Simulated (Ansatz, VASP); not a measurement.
# NiO: VASP beside Ansatz

File INCAR:

```
PREC     = Accurate       # precision mode
ENCUT    = 520            # plane-wave cutoff, eV
EDIFF    = 1E-7           # SCF threshold, eV
ISMEAR   = -1             # smearing method
SIGMA    = 0.05           # smearing width, eV
LREAL    = F              # projectors in reciprocal space
LASPH    = T              # aspherical terms in the spheres
NELM     = 150            # most SCF steps
ALGO     = Normal         # electronic algorithm
ISIF     = 2              # what is computed and relaxed
LWAVE    = F              # write WAVECAR
LCHARG   = T              # write CHGCAR
ISPIN    = 2              # spin polarisation
MAGMOM   = 1 0            # initial moments
LORBIT   = 11             # projections on sites
LMAXMIX  = 4              # l up to which the mixer works
GGA      = PE             # functional
LELF     = T              # ELF
LVHAR    = T            
NBANDS   = 19             # bands
```

Contents of KPOINTS:

```
Automatic mesh
0
Gamma
  9 9 9
```

Contents of POSCAR:

```
NiO
1.0
    0.0000000000      2.0859016414      2.0859016414
    2.0859016414      0.0000000000      2.0859016414
    2.0859016414      2.0859016414      0.0000000000
Ni O
1 1
Direct
    0.0000000000      0.0000000000      0.0000000000
    0.5000000000      0.5000000000      0.5000000000
```

Contents of input.yaml:

```yaml
crystal:
  lattice:
    - [0.0, 2.0859016414, 2.0859016414]
    - [2.0859016414, 0.0, 2.0859016414]
    - [2.0859016414, 2.0859016414, 0.0]
  atoms:
    - { symbol: Ni, position: [0.0, 0.0, 0.0], spin: 1.0 }
    - { symbol: O, position: [0.5, 0.5, 0.5] }
hamiltonian:
  xc: pbe
  pseudopotentials: { kind: paw }
magnetization:
  spin_polarized: true
kpoints:
  mp_grid: { grid: [9, 9, 9] }
  band_path:
    path:
      - [[0.0, 0.0, 0.0], [0.5, 0.0, 0.5], [0.5, 0.25, 0.75], [0.375, 0.375, 0.75], [0.0, 0.0, 0.0], [0.5, 0.5, 0.5], [0.625, 0.25, 0.625], [0.5, 0.25, 0.75], [0.5, 0.5, 0.5], [0.375, 0.375, 0.75]]
      - [[0.625, 0.25, 0.625], [0.5, 0.0, 0.5]]
    npoints: 14
scf:
  occupations: { method: fermi_dirac, width: 0.05 }
  n_extra_bands: 6
output:
  forces: true
  stress: true
  eigenvalues: true
  fatbands: false
```

Alike in both runs: functional PBE; k mesh 9 × 9 × 9; occupations fermi-dirac, width 0.05 eV; collinear spin.

|  | VASP | Ansatz |
| --- | --- | --- |
| version | VASP 6.6.1 | Ansatz 0.2.0 |
| potentials or method | VASP PAW PBE potentials, release 64 (Ni, O) | Ansatz PAW |
| plane-wave cutoff (eV) | 520 | 420 |
| valence electrons in the cell | 16 | 24 |
| task | single point | band structure |

|  | VASP | Ansatz | Ansatz less VASP |
| --- | --- | --- | --- |
| gap on the k mesh at the Fermi level (eV) | none | none | - |
| pressure (GPa) | 5.7 | 6.0 | +0.26 |
| net moment per atom (μB) | 0.86 | 0.87 | +0.011 |
| size of the moment on the site where the two differ most (μB) | 0.26 | 0.28 | +0.018 |

Site moments also hang on the region over which each program counts them. A gap of «none» marks a metal or a gap that the smearing closes. VASP's potentials hold 16 valence electrons a cell and Ansatz's 24, so a difference there can come from the potentials and not from the codes.
